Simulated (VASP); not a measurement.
AlIn2N3:

```
Al In N
1.0
     5.28242    0.00000    0.00000
    -2.64121    4.57471    0.00000
     0.00000    0.00000    4.08178
Al In N
1 2 3
Cartesian
  0.0000 0.0000 0.0000
  0.0000 3.0498 0.0000
  2.6412 1.5249 0.0000
  2.6412 0.0000 2.0409
  1.3206 2.2874 2.0409
  -1.3206 2.2874 2.0409
```

- Program: VASP 6.6.1
- Task: relaxation of cell and atoms
- Functional: PBE
- Potentials or basis: VASP PAW PBE potentials, release 64 (Al, In_d, N)
- Cutoff: 600 eV
- k mesh: 6 × 6 × 4
- Occupations: gaussian, width 0.1 eV
- Spin: no spin polarisation

At the start: pressure -7.5 GPa; volume 16.44 Å³/atom.

Problem. Where does the relaxation end?

Solution. Over 12 steps the energy falls by 619.1 meV/atom and the volume is 15.27 Å³/atom (-7.1 %); space group P6/mmm (No. 191, to 0.05 Å).

Step by step:
| step | energy change (eV) | largest force (eV/Å) | pressure (GPa) | volume (Å³) |
| --- | --- | --- | --- | --- |
| 1 | 0.0000 | 0.0000 | -7.45 | 98.64 |
| 2 | -1.8408 | 0.0000 | 2.18 | 87.55 |
| 3 | 2.9567 | 0.0000 | 99.05 | 62.95 |
| 4 | -2.3408 | 0.0000 | 8.13 | 83.28 |
| 5 | -2.2957 | 0.0000 | 28.16 | 75.46 |
| 6 | -2.5444 | 0.0000 | 15.26 | 79.81 |
| 7 | -3.2799 | 0.0000 | 12.37 | 82.34 |
| 8 | -3.4146 | 0.0000 | 12.08 | 84.02 |
| 9 | -3.7054 | 0.0000 | -0.05 | 91.95 |
| 10 | -3.7055 | 0.0000 | -0.22 | 92.06 |
| 11 | -3.7113 | 0.0000 | -0.15 | 91.88 |
| 12 | -3.7147 | 0.0000 | -0.07 | 91.59 |

Final structure:
```
CELL_PARAMETERS angstrom
5.95602 0.00000 0.00000
-2.97801 5.15806 0.00000
0.00000 0.00000 2.98145
ATOMIC_POSITIONS crystal
Al 0.00000 0.00000 0.00000
In 0.33333 0.66667 0.00000
In 0.66667 0.33333 0.00000
N 0.50000 0.00000 0.50000
N 0.50000 0.50000 0.50000
N 0.00000 0.50000 0.50000
```

Caveat: the k points lie up to 0.53 Å⁻¹ apart in the final cell.
